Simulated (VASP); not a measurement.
A run of VASP 6.6.1 is set up as follows.

File INCAR:

```
SYSTEM = BaTiO3
ALGO = Normal
EDIFF = 1E-6
ENCUT = 910
GGA = PS
GGA_COMPAT = .False.
ISIF = 2
ISMEAR = 0
LASPH = .True.
LCHARG = .False.
LREAL = .False.
LWAVE = .False.
NBANDS = 28
NELM = 120
PREC = Accurate
SIGMA = 0.01
```

Contents of KPOINTS:

```
k-points
0
Gamma
  6 6 6
  0 0 0
```

File POSCAR:

```
BaTiO3
1.0
    3.9041404363      0.0000000000      0.0000000000
    0.0000000000      2.7789878318      2.7870694172
    0.0000000000     -2.7789878318      2.7870694172
Ba Ti O
1 1 3
Direct
    0.0000000000      0.0000000000      0.0000000000
    0.5000000000      0.5124000000      0.5124000000
    0.0000000000      0.4874000000      0.4874000000
    0.5000000000      0.5052400000      0.9918400000
    0.5000000000      0.9918400000      0.5052400000
```

Potentials or basis: VASP PAW PBE potentials, release 64 (Ba_sv, Ti_sv, O_h).

The run is started by

```sh
$ cat potpaw_PBE.64/Ba_sv/POTCAR potpaw_PBE.64/Ti_sv/POTCAR potpaw_PBE.64/O_h/POTCAR > POTCAR
$ mpirun -np 1 vasp_std > vasp.out
```

Task: Predict the pressure.

Result: 9.5 GPa.

Task: Predict the largest force.

Result: 0.248 eV/Å.

Forces on the atoms (eV/Å):
```
Ba   0.000  0.000  0.164
Ti   0.000  0.000 -0.130
O    0.000  0.000  0.187
O    0.000 -0.221 -0.111
O    0.000  0.221 -0.111
```

Caveat: the cutoff is under 1.25 times the usual one of these potentials, so pressure, stress and relaxed cells hold a basis-set (Pulay) error; the cell stands under pressure; the PAW data sets were made with another functional, which shifts forces and pressure a little.
